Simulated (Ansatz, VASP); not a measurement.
## Sc in VASP and in Ansatz

File INCAR:

```
ALGO = Fast
EDIFF = 1E-6
ENCUT = 520
GGA = PE
ISIF = 2
ISMEAR = 0
LASPH = True
LCHARG = False
LREAL = False
LWAVE = False
NBANDS = 18
NELM = 80
PREC = Accurate
SIGMA = 0.15
```

File KPOINTS:

```
k-points
0
Gamma
  18 18 10
```

Contents of POSCAR:

```
Sc
1.0
    3.3584298657      0.0000000000      0.0000000000
   -1.6792149328      2.9084855806      0.0000000000
    0.0000000000      0.0000000000      5.4260400000
Sc
2
Direct
    0.3333333333      0.6666666667      0.2500000000
    0.6666666667      0.3333333333      0.7500000000
```

Input for Ansatz:

```yaml
crystal:
  lattice:
    - [3.3584298657, 0.0, 0.0]
    - [-1.6792149328, 2.9084855806, 0.0]
    - [0.0, 0.0, 5.42604]
  atoms:
    - { symbol: Sc, position: [0.3333333333, 0.6666666667, 0.25] }
    - { symbol: Sc, position: [0.6666666667, 0.3333333333, 0.75] }
basis:
  ecutwfc: 420
kpoints:
  mp_grid: { grid: [18, 18, 10] }
hamiltonian:
  xc: pbe
scf:
  occupations: { method: gaussian, width: 0.15 }
output:
  forces: true
  stress: true
  eigenvalues: true
  write_density: true
  write_potential: true
  elf: true
  volumetric_format: npy
```

Change from the starting cell: strain +0.015 along x and y, +0.030 along z, atoms carried along.

Alike in both runs: task single point; functional PBE; k mesh 18 × 18 × 10; occupations gaussian, width 0.15 eV; no spin polarisation.

|  | VASP | Ansatz |
| --- | --- | --- |
| version | VASP 6.6.1 | Ansatz 0.2.0 |
| potentials or method | VASP PAW PBE potentials, release 64 (Sc_sv), cutoff 520 eV | scalar-relativistic, plane waves, PAW |
| valence electrons in the cell | 22 | 22 |

```csv
,VASP,Ansatz,Ansatz less VASP
gap on the k mesh at the Fermi level (eV),none,none,-
pressure (GPa),-3.3,-3.4,-0.03
"traceless stress, the component that is largest in VASP (GPa)",-1.42,-1.42,+0.001
```

A gap of «none» marks a metal or a gap that the smearing closes.
